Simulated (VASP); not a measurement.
Set up this calculation in VASP 6.6.1, as the native input.

| Quantity | Value |
| --- | --- |
| Task | single point |
| Functional | LDA |
| Potentials or basis | VASP PAW LDA potentials, release 64 (B, P) |
| Cutoff | 420 eV |
| k mesh | 12 × 12 × 1 |
| Occupations | gaussian, width 0.03 eV |
| Spin | no spin polarisation |
| Dipole correction | yes |
| Further INCAR settings | ALGO = Normal; EDIFF = 1e-06; NBANDS = 11; NELMDL = -8 |

The structure of BP lies in POSCAR:

```
BP
1.0
    3.1788264287      0.0000000000      0.0000000000
   -1.5894132143      2.7529444414      0.0000000000
    0.0000000000      0.0000000000     23.8000000000
B P
1 1
Direct
    0.3333333333      0.6666666667      0.2941176471
    0.6666666667      0.3333333333      0.2941176471
```

These files were run (other wordings do the same):

INCAR

```
PREC = Accurate
ENCUT = 420
EDIFF = 1E-6
ISMEAR = 0
SIGMA = 0.03
LREAL = False
LASPH = True
NELM = 120
ALGO = Normal
ISIF = 2
LWAVE = False
LCHARG = False
LDIPOL = True
IDIPOL = 3
DIPOL = 0.5 0.5 0.294
GGA = CA
NBANDS = 11
GGA_COMPAT = False
NELMDL = -8
```

KPOINTS

```
regular mesh
0
Gamma
  12 12 1
```

Potentials or basis: VASP PAW LDA potentials, release 64 (B, P).

The run is started by

```sh
$ cat potpaw_LDA.64/B/POTCAR potpaw_LDA.64/P/POTCAR > POTCAR
$ mpirun -np 1 vasp_std > vasp.out
```

It gave:

| Quantity | Value |
| --- | --- |
| Band gap on the k mesh | 0.82 eV |

Run time: 46 s on 1 thread of Intel(R) Xeon(R) Platinum 8488C (Sapphire Rapids), on a shared host, peak memory 0.23 GiB.
